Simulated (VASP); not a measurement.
A run of VASP 6.6.1 is set up as follows.

The input INCAR:

```
SYSTEM = C
PREC     = Accurate       ! precision mode
ENCUT    = 520            ! plane-wave cutoff, eV
EDIFF    = 1E-7           ! SCF threshold, eV
ISMEAR   = 0              ! smearing method
SIGMA    = 0.1            ! smearing width, eV
LREAL    = .False.        ! projectors in reciprocal space
LASPH    = .True.         ! aspherical terms in the spheres
NELM     = 100            ! most SCF steps
ALGO     = Normal         ! electronic algorithm
ISIF     = 2              ! what is computed and relaxed
LWAVE    = .False.        ! write WAVECAR
LCHARG   = .True.         ! write CHGCAR
LDIPOL   = .True.       
IDIPOL   = 3            
DIPOL    = 0.5 0.5 0.345
GGA      = PE             ! functional
IVDW     = 12             ! dispersion correction
LELF     = .True.         ! ELF
LVHAR    = .True.       
LVACPOTAV= .True.       
NBANDS   = 16             ! bands
```

The input KPOINTS:

```
regular mesh
0
Gamma
  15 15 1
  0 0 0
```

Contents of POSCAR:

```
C
1.0
    2.4656677093      0.0000000000      0.0000000000
   -1.2328338546      2.1353308736      0.0000000000
    0.0000000000      0.0000000000     17.5000661151
C
4
Direct
    0.6666666667      0.3333333333      0.2571437747
    0.3333333333      0.6666666667      0.2571418857
    0.6666666667      0.3333333333      0.4320021459
    1.0000000000      0.0000000000      0.4320002569
```

Potentials or basis: VASP PAW PBE potentials, release 64 (C).

Run with:

```sh
$ cat potpaw_PBE.64/C/POTCAR > POTCAR
$ mpirun -np 1 vasp_std > vasp.out
```

(1) Predict the largest force.

(2) Predict the dispersion energy per atom.

Answers

(1) 0.125 eV/Å.

(2) -0.127 eV.
